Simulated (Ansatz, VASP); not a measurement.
## InP in VASP and in Ansatz

```
CELL_PARAMETERS angstrom
0.00000 3.04218 2.95357
3.04218 0.00000 2.95357
3.04218 3.04218 0.00000
ATOMIC_POSITIONS crystal
In 0.00000 0.00000 0.00000
P 0.75000 0.75000 0.75000
```

Change from the starting cell: strain +0.030 along x and y, +0.000 along z, atoms carried along.

Alike in both runs: task single point; functional r2SCAN; k mesh 8 × 8 × 8; occupations gaussian, width 0.05 eV; no spin polarisation.

```csv
,VASP,Ansatz
version,VASP 6.6.1,Ansatz 0.2.0
potentials or method,"VASP PAW PBE potentials, release 64 (In_d, P), cutoff 520 eV","scalar-relativistic, plane waves, PAW"
valence electrons in the cell,18,18
```

```tsv
	VASP	Ansatz	Ansatz less VASP
gap on the k mesh at the Fermi level (eV)	0.59	0.59	-0.002
least direct gap on the mesh (eV)	0.59	0.59	-0.002
pressure (GPa)	-3.6	-3.6	+0.09
traceless stress, the component that is largest in VASP (GPa)	0.86	0.85	-0.006
```

VASP's potentials were made for PBE, not for r2SCAN.
